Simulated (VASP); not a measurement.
# CuI (l.bB) (F-43m) in VASP: further runs

CuI (l.bB) is run at these levels: LDA; tasks: single point.

All numbers are computed with VASP 6.6.1; they aren't measurements. Logs are shortened: lines on timing, memory, paths and dates and some standing lists are left out, and cuts for length are marked.

**1. The cell of the first run**

Symmetry: F-43m, No. 216, cubic system. The conventional cell has a = 5.862 Å, b = 5.862 Å, c = 5.862 Å, α = 90.00°, β = 90.00°, γ = 90.00°. Within 3.3 Å of Cu (site symmetry -43m) lie 4 I at 2.54 Å. Within 3.3 Å of I (site symmetry -43m) lie 4 Cu at 2.54 Å.

**2. Single point, LDA**

The input, INCAR:

```
  PREC = Accurate
  ENCUT = 600
  EDIFF = 1E-6
  ISMEAR = 0
  SIGMA = 0.02
  LREAL = False
  LASPH = True
  NELM = 120
  ALGO = Normal
  ISIF = 2
  LWAVE = False
  LCHARG = False
  NBANDS = 16
  GGA_COMPAT = False
```

The input, KPOINTS:

```
regular mesh
0
Gamma
  8 8 8
```

The input, POSCAR:

```
CuI
1.0
    0.0000000000      2.9308021272      2.9308021272
    2.9308021272      0.0000000000      2.9308021272
    2.9308021272      2.9308021272      0.0000000000
Cu I
1 1
Direct
    0.0000000000      0.0000000000      0.0000000000
    0.2500000000      0.2500000000      0.2500000000
```

Potentials or basis: VASP PAW LDA potentials, release 64 (Cu, I).

The run is started by

```console
$ cat potpaw_LDA.64/Cu/POTCAR potpaw_LDA.64/I/POTCAR > POTCAR
$ mpirun -np 1 vasp_std > vasp.out
```

OUTCAR:

```text
PREC = Accurate
   ENCUT = 600
   EDIFF = 1E-6
   ISMEAR = 0
   LREAL = False
   LASPH = True
   NELM = 120
   ISIF = 2

 ion  position               nearest neighbor table
   1  0.000  0.000  0.000-   2 2.54   2 2.54   2 2.54   2 2.54
   2  0.250  0.250  0.250-   1 2.54   1 2.54   1 2.54   1 2.54

  LATTYP: Found a face centered cubic cell.
 ALAT       =     5.8616042544

  Lattice vectors:

 A1 = (   0.0000000000,   2.9308021272,   2.9308021272)
 A2 = (   2.9308021272,   0.0000000000,   2.9308021272)
 A3 = (   2.9308021272,   2.9308021272,   0.0000000000)

Analysis of symmetry for initial positions (statically):
=====================================================================
 Subroutine PRICEL returns:
 Original cell was already a primitive cell.

 Routine SETGRP: Setting up the symmetry group for a
 face centered cubic supercell.

 Subroutine GETGRP returns: Found 24 space group operations
 (whereof 24 operations were pure point group operations)
 out of a pool of 48 trial point group operations.

The static configuration has the point symmetry T_d .

Analysis of symmetry for dynamics (positions and initial velocities):
=====================================================================
 Subroutine PRICEL returns:
 Original cell was already a primitive cell.

 Routine SETGRP: Setting up the symmetry group for a
 face centered cubic supercell.

 Subroutine GETGRP returns: Found 24 space group operations
 (whereof 24 operations were pure point group operations)
 out of a pool of 48 trial point group operations.

The dynamic configuration has the point symmetry T_d .

 Subroutine INISYM returns: Found 24 space group operations
 (whereof 24 operations are pure point group operations),
 and found     1 'primitive' translations

----------------------------------------------------------------------------------------

                                     Primitive cell

  volume of cell :      50.3488

  direct lattice vectors                    reciprocal lattice vectors
     0.000000000  2.930802127  2.930802127    -0.170601760  0.170601760  0.170601760
     2.930802127  0.000000000  2.930802127     0.170601760 -0.170601760  0.170601760
     2.930802127  2.930802127  0.000000000     0.170601760  0.170601760 -0.170601760

  length of vectors
     4.144780117  4.144780117  4.144780117     0.295490916  0.295490916  0.295490916

  position of ions in fractional coordinates (direct lattice)
     0.000000000  0.000000000  0.000000000
     0.250000000  0.250000000  0.250000000

  ion indices of the primitive-cell ions
   primitive index   ion index
                 1           1
                 2           2

----------------------------------------------------------------------------------------

 KPOINTS: regular mesh

Automatic generation of k-mesh.
 Grid dimensions read from file:
 generate k-points for:    8    8    8

 Generating k-lattice:

  Cartesian coordinates                     Fractional coordinates (reciprocal lattice)
    -0.021325220  0.021325220  0.021325220     0.125000000  0.000000000  0.000000000
     0.021325220 -0.021325220  0.021325220     0.000000000  0.125000000  0.000000000
     0.021325220  0.021325220 -0.021325220     0.000000000  0.000000000  0.125000000

  Length of vectors
     0.036936364  0.036936364  0.036936364

  Shift w.r.t. Gamma in fractional coordinates (k-lattice)
     0.000000000  0.000000000  0.000000000

 Subroutine IBZKPT returns following result:
 ===========================================

 Found     29 irreducible k-points:

 Following reciprocal coordinates:
            Coordinates               Weight
  0.000000  0.000000  0.000000      1.000000
  0.125000  0.000000  0.000000      8.000000
  0.250000  0.000000  0.000000      8.000000
  0.375000  0.000000  0.000000      8.000000
  0.500000  0.000000  0.000000      4.000000
  0.125000  0.125000  0.000000      6.000000
[... 16 lines left out ...]
  0.500000  0.250000  0.125000     48.000000
 -0.375000  0.250000  0.125000     24.000000
 [... further k-points ...]
   k-points           NKPTS =     29   k-points in BZ     NKDIM =     29   number of bands    NBANDS=     16
   number of dos      NEDOS =    301   number of ions     NIONS =      2
   total plane-waves  NPLWV =  46656
   dimension x,y,z NGX =    36 NGY =   36 NGZ =   36
   dimension x,y,z NGXF=    72 NGYF=   72 NGZF=   72
   ions per type =               1   1
   NGX,Y,Z   is equivalent  to a cutoff of  14.44, 14.44, 14.44 a.u.
   NGXF,Y,Z  is equivalent  to a cutoff of  28.88, 28.88, 28.88 a.u.
 SYSTEM =  unknown system
   PREC   = accura    normal or accurate (medium, high low for compatibility)
   ISTART =      0    job   : 0-new  1-cont  2-samecut
   ICHARG =      2    charge: 1-file 2-atom 10-const
   ISPIN  =      1    spin polarized calculation?
   LNONCOLLINEAR =      F non collinear calculations
   LSORBIT =      F    spin-orbit coupling
   LASPH  =      T    aspherical Exc in radial PAW
   ENCUT  =  600.0 eV  44.10 Ry    6.64 a.u.   8.28  8.28  8.28*2*pi/ulx,y,z
   NELM   =    120;   NELMIN=  2; NELMDL= -5     # of ELM steps
   EDIFF  = 0.1E-05   stopping-criterion for ELM
   LREAL  =      F    real-space projection
   EDIFFG = 0.1E-04   stopping-criterion for IOM
   NSW    =      0    number of steps for IOM
   IBRION =     -1    ionic relax: 0-MD 1-quasi-New 2-CG
   NFREE  =      0    steps in history (QN), initial steepest desc. (CG)
   ISIF   =      2    stress and relaxation
   ISYM   =      2    0-nonsym 1-usesym 2-fastsym
   POTIM  = 0.5000    time-step for ionic-motion
   TEBEG  =    0.0;   TEEND  =   0.0 temperature during run
   PSTRESS=    0.0 pullay stress
   NELECT =      18.0000    total number of electrons
   NUPDOWN=      -1.0000    fix difference up-down
   EMIN   =  10.00;   EMAX   =-10.00  energy-range for DOS
   EFERMI =   0.00;   METHOD = LEGACY
   ISMEAR =     0;   SIGMA  =   0.02  broadening in eV -4-tet -1-fermi 0-gaus
   EFERMI_NEDOS =   21; number of points for ismear=-14 and -15
   IALGO  =     38    algorithm
   IMIX   =      4    mixing-type and parameters
     AMIX     =   0.40;   BMIX     =  1.00
     AMIX_MAG =   1.60;   BMIX_MAG =  1.00
  volume/ion in A,a.u.               =      25.17       169.89
  Fermi-wavevector in a.u.,A,eV,Ry     =   1.161901  2.195675 18.368058  1.350014
  Thomas-Fermi vector in A             =   2.298468
   LORBIT       =      0    0 simple, 1 ext, 2 COOP (PROOUT), +10 PAW based schemes
   GGA     = CA    functional components
   LHFCALC =     F    Hartree Fock is set to
   AEXX    =    0.0000 exact exchange contribution
   IVDW    =     0    specifies the selected vdW correction
   LEPSILON=     F    determine dielectric tensor
   LRPA    =     F    only Hartree local field effects (RPA)
 non-spin polarized calculation
 Gauss-broadening in eV      SIGMA  =   0.02
  energy-cutoff  :      600.00
  volume of cell :       50.35
 maximum number of plane-waves:      1705
 NGX is ok and might be reduce to    36
   NGX = 17   NGY = 17   NGZ = 17

 number of electron      18.0000004 magnetization

 Free energy of the ion-electron system (eV)
  ---------------------------------------------------
  ext. energy  EPLUGINS =         0.00000000
  ---------------------------------------------------
  free energy    TOTEN  =        -6.99633501 eV

  energy without entropy =       -6.99633501  energy(sigma->0) =       -6.99633501

 E-fermi :   5.4879     XC(G=0):  -9.7661

 val. band max:        5.3439256677   @ k =   0.0000   0.0000   0.0000
 cond. band min:       6.6302335624   @ k =   0.0000   0.0000   0.0000
 fundamental gap:      1.2863078948
 Fermi energy:         5.4878715699

 k-point     1 :       0.0000    0.0000    0.0000
  band No.  band energies     occupation
      1      -9.2195      2.00000
      2       1.2103      2.00000
      3       1.2103      2.00000
      4       1.2103      2.00000
      5       2.9625      2.00000
      6       2.9625      2.00000
[... 8 lines left out ...]
     15      15.2038      0.00000
     16      15.2038      0.00000

 k-point     2 :       0.1250    0.0000    0.0000
  band No.  band energies     occupation
      1      -9.1279      2.00000
      2       0.9177      2.00000
      3       1.2220      2.00000
      4       1.2220      2.00000
      5       2.9545      2.00000
      6       2.9545      2.00000
[... 8 lines left out ...]
     15      14.3746      0.00000
     16      14.3746      0.00000

 k-point     3 :       0.2500    0.0000    0.0000
  band No.  band energies     occupation
      1      -8.8904      2.00000
      2       0.1864      2.00000
      3       1.2462      2.00000
      4       1.2462      2.00000
      5       2.9498      2.00000
      6       2.9498      2.00000
[... 8 lines left out ...]
     15      14.1578      0.00000
     16      14.1578      0.00000

 k-point     4 :       0.3750    0.0000    0.0000
  band No.  band energies     occupation
      1      -8.6240      2.00000
      2      -0.5615      2.00000
      3       1.2636      2.00000
      4       1.2636      2.00000
      5       2.9725      2.00000
      6       2.9725      2.00000
[... 8 lines left out ...]
     15      15.1802      0.00000
     16      15.1802      0.00000
[... 324 lines left out ...]
 k-point    22 :       0.3750    0.2500    0.1250
  band No.  band energies     occupation
      1      -8.7042      2.00000
      2      -0.0248      2.00000
      3       1.0215      2.00000
      4       1.2491      2.00000
      5       2.8765      2.00000
      6       3.0040      2.00000
[... 8 lines left out ...]
     15      15.8968      0.00000
     16      16.8686      0.00000

 k-point    23 :       0.5000    0.2500    0.1250
  band No.  band energies     occupation
      1      -8.4811      2.00000
      2      -0.4007      2.00000
      3       0.7805      2.00000
      4       1.2497      2.00000
      5       2.9047      2.00000
      6       2.9784      2.00000
[... 8 lines left out ...]
     15      16.1961      0.00000
     16      17.0303      0.00000

 k-point    24 :      -0.3750    0.2500    0.1250
  band No.  band energies     occupation
      1      -8.3816      2.00000
      2      -0.5668      2.00000
      3       0.6713      2.00000
      4       1.2426      2.00000
      5       2.8823      2.00000
      6       2.9734      2.00000
[... 8 lines left out ...]
     15      16.2250      0.00000
     16      16.9617      0.00000

 [... further k-points ...]

------------------------ aborting loop because EDIFF is reached ----------------------------------------

  FORCE on cell =-STRESS in cart. coord.  units (eV):
  Direction    XX          YY          ZZ          XY          YZ          ZX
  --------------------------------------------------------------------------------------
  -------------------------------------------------------------------------------------
  Total        0.0771864      0.0771864      0.0771864      0.0000000     -0.0000000      0.0000000
  in kB        2.4561882      2.4561882      2.4561882      0.0000000     -0.0000000      0.0000000
  external PRESSURE =       2.4561882 kB  Pullay stress =       0.0000000 kB

 VOLUME and BASIS-vectors are now :
 -----------------------------------------------------------------------------
  energy-cutoff  :      600.00
  volume of cell :       50.35
      direct lattice vectors                 reciprocal lattice vectors
     0.000000000  2.930802127  2.930802127    -0.170601760  0.170601760  0.170601760
     2.930802127  0.000000000  2.930802127     0.170601760 -0.170601760  0.170601760
     2.930802127  2.930802127  0.000000000     0.170601760  0.170601760 -0.170601760

 POSITION                                       TOTAL-FORCE (eV/Angst)
 -----------------------------------------------------------------------------------
      0.00000      0.00000      0.00000         0.000000      0.000000     -0.000000
      1.46540      1.46540      1.46540        -0.000000     -0.000000      0.000000
 -----------------------------------------------------------------------------------
    total drift:                                0.000000      0.000000     -0.000000

  FREE ENERGIE OF THE ION-ELECTRON SYSTEM (eV)
  ---------------------------------------------------
  free  energy   TOTEN  =        -6.9963350067 eV

  energy  without entropy=       -6.9963350067  energy(sigma->0) =       -6.99633501
```

Wall time 15 s (1 thread of Intel Xeon 6975P-C (Granite Rapids), shared host); peak memory 0.18 GiB.

What came out:

```yaml
Free_energy: -6.9963 eV
Pressure: 0.2 GPa
Band_gap_on_the_k_mesh: 1.29 eV, direct
```

Levels at points of the mesh, in eV from the valence-band top:
| k point | band 5 | band 6 | band 7 | band 8 | band 9 | band 10 | band 11 | band 12 | band 13 | band 14 |
| --- | --- | --- | --- | --- | --- | --- | --- | --- | --- | --- |
| (0.00, 0.00, 0.00) | -2.38 | -2.38 | 0.00 | 0.00 | 0.00 | 1.29 | 4.75 | 4.75 | 4.75 | 8.12 |
| (0.50, 0.00, 0.00) | -2.35 | -2.35 | -2.30 | -0.90 | -0.90 | 2.15 | 5.32 | 5.32 | 7.37 | 9.44 |
| (0.50, 0.50, 0.00) | -2.43 | -2.30 | -2.28 | -1.93 | -1.93 | 2.41 | 2.77 | 9.78 | 10.24 | 10.24 |

Caveat: spin-orbit coupling is left out, which moves the levels of the heavy elements. As with any semilocal functional, this LDA gap is likely too small.

[end of part 1 of 2]
